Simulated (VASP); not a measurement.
Cu, 1 atom in the cell. The structure is tetragonal, space group I4/mmm (No. 139). The conventional cell has a = 2.591 Å, b = 2.591 Å, c = 3.518 Å, α = 90.00°, β = 90.00°, γ = 90.00°. Within 3.4 Å of Cu (site symmetry 4/mmm) lie 12 Cu at 2.54 to 2.59 Å.  This cell differs from its parent crystal: ratio of the length along z to the lengths across it x 0.96, volume and fractional coordinates fixed.

| Quantity | Value |
| --- | --- |
| Program | VASP 6.6.1 |
| Task | single point |
| Functional | PBEsol |
| Potentials or basis | VASP PAW PBE potentials, release 64 (Cu) |
| Cutoff | 520 eV |
| k mesh | 24 × 24 × 24 |
| Occupations | gaussian, width 0.15 eV |
| Spin | no spin polarisation |
| Dipole correction | no |
| Further INCAR settings | ALGO = Fast; EDIFF = 1e-06; NBANDS = 12 |

Potentials or basis: VASP PAW PBE potentials, release 64 (Cu).

Run with:

```bash
$ cat potpaw_PBE.64/Cu/POTCAR > POTCAR
$ mpirun -np 1 vasp_std > vasp.out
```

Hardware: 1 thread of Intel Xeon 8259CL, on a shared host.

Task: Estimate the wall time of this run.

Result: Run time: 2.3 min on 1 thread of Intel Xeon 8259CL, with other jobs on the host, peak memory 0.25 GiB. Counts: scf iterations 13, k points 1063.
